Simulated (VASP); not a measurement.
# Sn (I4_1/amd) in VASP: a series of runs

The runs below take Sn through relaxation of shape and atoms at fixed volume, single point, with r2SCAN.

All numbers are computed with VASP 6.6.1; they aren't measurements. Logs are shortened: lines on timing, memory, paths and dates and some standing lists are left out, and cuts for length are marked.

## (1) The cell of the first run

Symmetry: I4_1/amd, No. 141, tetragonal system. Conventional cell: a = 5.889 Å, b = 5.889 Å, c = 3.288 Å, α = 90.00°, β = 90.00°, γ = 90.00°. Within 4.0 Å of Sn (site symmetry -4m2) lie 10 Sn at 3.06 to 3.84 Å.

## (2) Relaxation of shape and atoms at fixed volume, r2SCAN

POSCAR

```
Sn
1.0
   -2.9443861431      2.9443861431      1.6442180627
    2.9443861431     -2.9443861431      1.6442180627
    2.9443861431      2.9443861431     -1.6442180627
Sn
2
Direct
    0.0000000000      0.0000000000      0.0000000000
    0.7500000000      0.2500000000      0.5000000000
```

INCAR.step1

```
  ALGO = Normal
  EDIFF = 1E-5
  EDIFFG = -0.005
  ENCUT = 550
  GGA = PE
  GGA_COMPAT = False
  IBRION = 2
  ISIF = 3
  ISMEAR = 0
  KPAR = 4
  LASPH = True
  LCHARG = False
  LREAL = False
  LWAVE = True
  NELM = 120
  NELMIN = 4
  NSW = 100
  PREC = Accurate
  SIGMA = 0.05
```

INCAR.step2

```
  ALGO = Normal
  EDIFF = 1E-7
  EDIFFG = -0.02
  ENCUT = 550
  GGA_COMPAT = False
  IBRION = 2
  ISIF = 4
  ISMEAR = 0
  ISTART = 1
  KPAR = 4
  LASPH = True
  LCHARG = False
  LMIXTAU = True
  LREAL = False
  LWAVE = False
  METAGGA = R2SCAN
  NELM = 120
  NELMIN = 4
  NSW = 60
  PREC = Accurate
  SIGMA = 0.05
```

KPOINTS

```
k-points
0
Gamma
  16 16 16
```

Potentials or basis: VASP PAW PBE potentials, release 64 (Sn_d).

The run is started by

```
cat potpaw_PBE.64/Sn_d/POTCAR > POTCAR
cp INCAR.step1 INCAR
mpirun -np 4 vasp_std > vasp.out
cp INCAR.step2 INCAR
mpirun -np 4 vasp_std > vasp.out
```

OUTCAR:

```text
EDIFF = 1E-7
   EDIFFG = -0.02
   ENCUT = 550
   IBRION = 2
   ISIF = 4
   ISMEAR = 0
   ISTART = 1
   LASPH = True
   LREAL = False
   METAGGA = R2SCAN
   NELM = 120
   NELMIN = 4
   NSW = 60
   PREC = Accurate

 ion  position               nearest neighbor table
   1  0.000  0.000  0.000-   2 3.06   2 3.06   2 3.06   2 3.06
   2  0.750  0.250  0.500-   1 3.06   1 3.06   1 3.06   1 3.06

  LATTYP: Found a body centered tetragonal cell.
 ALAT       =     5.8887722862
 C/A-ratio  =     0.5584247387

  Lattice vectors:

 A1 = (  -2.9443861431,   2.9443861431,   1.6442180627)
 A2 = (   2.9443861431,  -2.9443861431,   1.6442180627)
 A3 = (   2.9443861431,   2.9443861431,  -1.6442180627)

Analysis of symmetry for initial positions (statically):
=====================================================================
 Subroutine PRICEL returns:
 Original cell was already a primitive cell.

 Routine SETGRP: Setting up the symmetry group for a
 body centered tetragonal supercell.

 Subroutine GETGRP returns: Found 16 space group operations
 (whereof  8 operations were pure point group operations)
 out of a pool of 16 trial point group operations.

The static configuration has the point symmetry D_2d.
 The point group associated with its full space group is D_4h.

Analysis of symmetry for dynamics (positions and initial velocities):
=====================================================================
 Subroutine PRICEL returns:
 Original cell was already a primitive cell.

 Routine SETGRP: Setting up the symmetry group for a
 body centered tetragonal supercell.

 Subroutine GETGRP returns: Found 16 space group operations
 (whereof  8 operations were pure point group operations)
 out of a pool of 16 trial point group operations.

The dynamic configuration has the point symmetry D_2d.
 The point group associated with its full space group is D_4h.

 Subroutine INISYM returns: Found 16 space group operations
 (whereof  8 operations are pure point group operations),
 and found     1 'primitive' translations

----------------------------------------------------------------------------------------

                                     Primitive cell

  volume of cell :      57.0176

  direct lattice vectors                    reciprocal lattice vectors
    -2.944386143  2.944386143  1.644218063     0.000000000  0.169814683  0.304095917
     2.944386143 -2.944386143  1.644218063     0.169814683  0.000000000  0.304095917
     2.944386143  2.944386143 -1.644218063     0.169814683  0.169814683  0.000000000

  length of vectors
     4.476859676  4.476859676  4.476859676     0.348297794  0.348297794  0.240154228

  position of ions in fractional coordinates (direct lattice)
     0.000000000  0.000000000  0.000000000
     0.750000000  0.250000000  0.500000000

  ion indices of the primitive-cell ions
   primitive index   ion index
                 1           1
                 2           2

----------------------------------------------------------------------------------------

 KPOINTS: k-points

Automatic generation of k-mesh.
 Grid dimensions read from file:
 generate k-points for:   16   16   16

 Generating k-lattice:

  Cartesian coordinates                     Fractional coordinates (reciprocal lattice)
     0.000000000  0.010613418  0.019005995     0.062500000  0.000000000  0.000000000
     0.010613418  0.000000000  0.019005995     0.000000000  0.062500000  0.000000000
     0.010613418  0.010613418  0.000000000     0.000000000  0.000000000  0.062500000

  Length of vectors
     0.021768612  0.021768612  0.015009639

  Shift w.r.t. Gamma in fractional coordinates (k-lattice)
     0.000000000  0.000000000  0.000000000

 Subroutine IBZKPT returns following result:
 ===========================================

 Found    349 irreducible k-points:

 Following reciprocal coordinates:
            Coordinates               Weight
  0.000000  0.000000  0.000000      1.000000
  0.062500 -0.000000  0.000000      8.000000
  0.125000 -0.000000  0.000000      8.000000
  0.187500 -0.000000  0.000000      8.000000
  0.250000 -0.000000  0.000000      8.000000
  0.312500 -0.000000  0.000000      8.000000
[... 16 lines left out ...]
 -0.125000  0.062500 -0.000000     16.000000
 -0.062500  0.062500  0.000000      4.000000
 [... further k-points ...]
   k-points           NKPTS =    349   k-points in BZ     NKDIM =    349   number of bands    NBANDS=     18
   number of dos      NEDOS =    301   number of ions     NIONS =      2
   total plane-waves  NPLWV =  46656
   dimension x,y,z NGX =    36 NGY =   36 NGZ =   36
   dimension x,y,z NGXF=    72 NGYF=   72 NGZF=   72
   ions per type =               2
   NGX,Y,Z   is equivalent  to a cutoff of  13.37, 13.37, 13.37 a.u.
   NGXF,Y,Z  is equivalent  to a cutoff of  26.74, 26.74, 26.74 a.u.
 SYSTEM =  unknown system
   PREC   = accura    normal or accurate (medium, high low for compatibility)
   ISTART =      1    job   : 0-new  1-cont  2-samecut
   ICHARG =      0    charge: 1-file 2-atom 10-const
   ISPIN  =      1    spin polarized calculation?
   LNONCOLLINEAR =      F non collinear calculations
   LSORBIT =      F    spin-orbit coupling
   LASPH  =      T    aspherical Exc in radial PAW
   ENCUT  =  550.0 eV  40.42 Ry    6.36 a.u.   8.56  8.56  8.56*2*pi/ulx,y,z
   NELM   =    120;   NELMIN=  4; NELMDL=  0     # of ELM steps
   EDIFF  = 0.1E-06   stopping-criterion for ELM
   LREAL  =      F    real-space projection
   EDIFFG = -.2E-01   stopping-criterion for IOM
   NSW    =     60    number of steps for IOM
   IBRION =      2    ionic relax: 0-MD 1-quasi-New 2-CG
   NFREE  =      1    steps in history (QN), initial steepest desc. (CG)
   ISIF   =      4    stress and relaxation
   ISYM   =      2    0-nonsym 1-usesym 2-fastsym
   POTIM  = 0.5000    time-step for ionic-motion
   TEBEG  =    0.0;   TEEND  =   0.0 temperature during run
   PSTRESS=    0.0 pullay stress
   NELECT =      28.0000    total number of electrons
   NUPDOWN=      -1.0000    fix difference up-down
   EMIN   =  10.00;   EMAX   =-10.00  energy-range for DOS
   EFERMI =   0.00;   METHOD = LEGACY
   ISMEAR =     0;   SIGMA  =   0.05  broadening in eV -4-tet -1-fermi 0-gaus
   EFERMI_NEDOS =   21; number of points for ismear=-14 and -15
   IALGO  =     38    algorithm
   IMIX   =      4    mixing-type and parameters
     AMIX     =   0.40;   BMIX     =  1.00
     AMIX_MAG =   1.60;   BMIX_MAG =  1.00
  volume/ion in A,a.u.               =      28.51       192.39
  Fermi-wavevector in a.u.,A,eV,Ry     =   1.291590  2.440750 22.697288  1.668204
  Thomas-Fermi vector in A             =   2.423350
   LORBIT       =      0    0 simple, 1 ext, 2 COOP (PROOUT), +10 PAW based schemes
   METAGGA = R2SCAN    functional components
   LHFCALC =     F    Hartree Fock is set to
   AEXX    =    0.0000 exact exchange contribution
   IVDW    =     0    specifies the selected vdW correction
   LEPSILON=     F    determine dielectric tensor
   LRPA    =     F    only Hartree local field effects (RPA)
 conjugate gradient relaxation of ions
 non-spin polarized calculation
 Gauss-broadening in eV      SIGMA  =   0.05
  energy-cutoff  :      550.00
  volume of cell :       57.02
 maximum number of plane-waves:      1694
 NGX is ok and might be reduce to    36
   NGX = 17   NGY = 17   NGZ = 17

--------------------------------------- Ionic step        1  -------------------------------------------

 number of electron      27.9999994 magnetization

 Free energy of the ion-electron system (eV)
  ---------------------------------------------------
  ext. energy  EPLUGINS =         0.00000000
  ---------------------------------------------------
  free energy    TOTEN  =       -49.23305223 eV

  energy without entropy =      -49.23191601  energy(sigma->0) =      -49.23248412

------------------------ aborting loop because EDIFF is reached ----------------------------------------

  FORCE on cell =-STRESS in cart. coord.  units (eV):
  Direction    XX          YY          ZZ          XY          YZ          ZX
  --------------------------------------------------------------------------------------
  -------------------------------------------------------------------------------------
  Total       -0.3766678     -0.3766678     -0.9175943      0.0000000      0.0000000      0.0000000
  in kB      -10.5842512    -10.5842512    -25.7841212      0.0000000      0.0000000      0.0000000
  external PRESSURE =     -15.6508745 kB  Pullay stress =       0.0000000 kB
[... 57 lines left out ...]
  energy  without entropy=      -49.2358364366  energy(sigma->0) =      -49.23642277

--------------------------------------- Ionic step        3  -------------------------------------------

 number of electron      27.9999992 magnetization

 Free energy of the ion-electron system (eV)
  ---------------------------------------------------
  ext. energy  EPLUGINS =         0.00000000
  ---------------------------------------------------
  free energy    TOTEN  =       -49.23902093 eV

  energy without entropy =      -49.23766198  energy(sigma->0) =      -49.23834146

 E-fermi :   7.3323     XC(G=0): -10.8701

 val. band max:        7.3150117054   @ k =  -0.2500   0.1250  -0.0000
 cond. band min:       7.3340827172   @ k =   0.1875   0.1250   0.0000
 fundamental gap:      0.0190710118
 Fermi energy:         7.3322591923

 k-point     1 :       0.0000    0.0000    0.0000
  band No.  band energies     occupation
      1     -14.9716      2.00000
      2     -14.8990      2.00000
      3     -14.8480      2.00000
      4     -14.8471      2.00000
      5     -14.7006      2.00000
      6     -14.7006      2.00000
[... 10 lines left out ...]
     17      13.5770      0.00000
     18      14.2652      0.00000
[... 466 lines left out ...]
      2     -14.8995      2.00000
      3     -14.8499      2.00000
      4     -14.8446      2.00000
      5     -14.7021      2.00000
      6     -14.6990      2.00000
[... 10 lines left out ...]
     17      13.3811      0.00000
     18      14.3112      0.00000

 [... further k-points ...]
[... 5 lines left out ...]
  --------------------------------------------------------------------------------------
  -------------------------------------------------------------------------------------
  Total       -0.5833327     -0.5833327     -0.6142780      0.0000000      0.0000000      0.0000000
  in kB      -16.3914736    -16.3914736    -17.2610266      0.0000000      0.0000000      0.0000000
  external PRESSURE =     -16.6813246 kB  Pullay stress =       0.0000000 kB
[... 17 lines left out ...]
  FREE ENERGIE OF THE ION-ELECTRON SYSTEM (eV)
  ---------------------------------------------------
  free  energy   TOTEN  =       -49.2390209331 eV

  energy  without entropy=      -49.2376619769  energy(sigma->0) =      -49.23834146

 reached required accuracy - stopping structural energy minimisation
```

Run time: 16 min. Hardware: 4 MPI ranks of Intel Xeon Platinum 8488C (Sapphire Rapids), shared host; peak memory 0.46 GiB.

Results:

| Property | Result |
| --- | --- |
| Free energy | -49.2390 eV |
| Energy gained by relaxing | 3.0 meV/atom |
| Ionic steps | 3 |
| Pressure after relaxing | -1.7 GPa |
| Band gap on the k mesh | zero (bands 14 and 15 overlap by 4.23 eV) |

The path:
| step | energy change (eV) | largest force (eV/Å) | pressure (GPa) | volume (Å³) |
| --- | --- | --- | --- | --- |
| 1 | 0.0000 | 0.0000 | -1.57 | 57.02 |
| 2 | -0.0040 | 0.0000 | -1.63 | 57.02 |
| 3 | -0.0060 | 0.0000 | -1.67 | 57.02 |

Final structure:
```cif
data_structure
_symmetry_space_group_name_H-M 'P 1'
_symmetry_Int_Tables_number 1
_cell_length_a 4.5032
_cell_length_b 4.5032
_cell_length_c 4.5032
_cell_angle_alpha 97.369
_cell_angle_beta 97.369
_cell_angle_gamma 138.030
_cell_volume 57.02
loop_
_atom_site_label
_atom_site_type_symbol
_atom_site_fract_x
_atom_site_fract_y
_atom_site_fract_z
_atom_site_occupancy
Sn1 Sn 0.00000 0.00000 0.00000 1
Sn2 Sn 0.75000 0.25000 0.50000 1
```

Levels at points of the mesh, in eV from the Fermi level:
```csv
k point,band 10,band 11,band 12,band 13,band 14,band 15,band 16,band 17,band 18
"(0.00, 0.00, 0.00)",-21.84,-11.31,-3.87,-2.06,-2.06,3.40,6.24,6.24,6.93
"(0.50, 0.00, 0.00)",-21.90,-7.09,-5.47,-2.38,-1.79,-1.18,2.55,2.88,4.70
"(0.50, 0.50, 0.00)",-21.96,-9.06,-9.06,0.52,0.52,1.65,1.65,6.24,6.24
"(0.50, 0.50, 0.50)",-22.02,-7.78,-7.78,-4.77,-4.77,5.24,5.24,9.37,9.37
```

Caveat: the PAW data sets were made with another functional, which shifts forces and pressure a little; spin-orbit coupling is left out, which moves the levels of the heavy elements.

## (3) Single point, r2SCAN

POSCAR

```
Sn
1.0
   -2.9787113908      2.9787113908      1.6065420333
    2.9787113908     -2.9787113908      1.6065420333
    2.9787113908      2.9787113908     -1.6065420333
Sn
2
Direct
    0.0000000000      0.0000000000      0.0000000000
    0.7500000000      0.2500000000      0.5000000000
```

INCAR.step1

```
SYSTEM = Sn
  PREC = Accurate
  ENCUT = 550
  ISMEAR = 0
  SIGMA = 0.05
  LREAL = .FALSE.
  LASPH = .TRUE.
  NELM = 120
  NBANDS = 21
  GGA = PE
  ALGO = Normal
  EDIFF = 1E-5
  LWAVE = .TRUE.
  LCHARG = .FALSE.
  GGA_COMPAT = .FALSE.
```

INCAR.step2

```
SYSTEM = Sn
  PREC = Accurate
  ENCUT = 550
  EDIFF = 1E-6
  ISMEAR = 0
  SIGMA = 0.05
  LREAL = .FALSE.
  LASPH = .TRUE.
  NELM = 120
  ALGO = Normal
  ISIF = 2
  LWAVE = .FALSE.
  LCHARG = .FALSE.
  METAGGA = R2SCAN
  LMIXTAU = .TRUE.
  NBANDS = 21
  ISTART = 1
  GGA_COMPAT = .FALSE.
```

KPOINTS

```
Automatic mesh
0
G
  16 16 16
  0 0 0
```

Potentials or basis: VASP PAW PBE potentials, release 64 (Sn_d).

The run is started by

```
cat potpaw_PBE.64/Sn_d/POTCAR > POTCAR
cp INCAR.step1 INCAR
mpirun -np 1 vasp_std > vasp.out
cp INCAR.step2 INCAR
mpirun -np 1 vasp_std > vasp.out
```

It took 38 min on 1 thread of Oxide Virtual Turin-like, shared host; peak memory 0.45 GiB.

It converged, with:

```
Free energy            : -49.2390 eV
Pressure               : -1.7 GPa
Band gap on the k mesh : zero (bands 14 and 15 overlap by 4.18 eV)
```

Stress tensor (GPa, compression positive):
```
-1.76  0.00  0.00
 0.00 -1.76  0.00
 0.00  0.00 -1.54
```

Levels at points of the mesh, in eV from the Fermi level:
```
           k point  band 12  band 13  band 14  band 15  band 16  band 17
(0.00, 0.00, 0.00)    -3.92    -2.07    -2.07     3.38     6.20     6.20
(0.50, 0.00, 0.00)    -5.44    -2.39    -1.80    -1.15     2.57     2.88
(0.50, 0.50, 0.00)    -9.07     0.50     0.50     1.61     1.61     6.34
(0.50, 0.50, 0.50)    -7.80    -4.77    -4.77     5.35     5.35     9.30
```

Caveat: the PAW data sets were made with another functional, which shifts forces and pressure a little; spin-orbit coupling is left out, which moves the levels of the heavy elements.
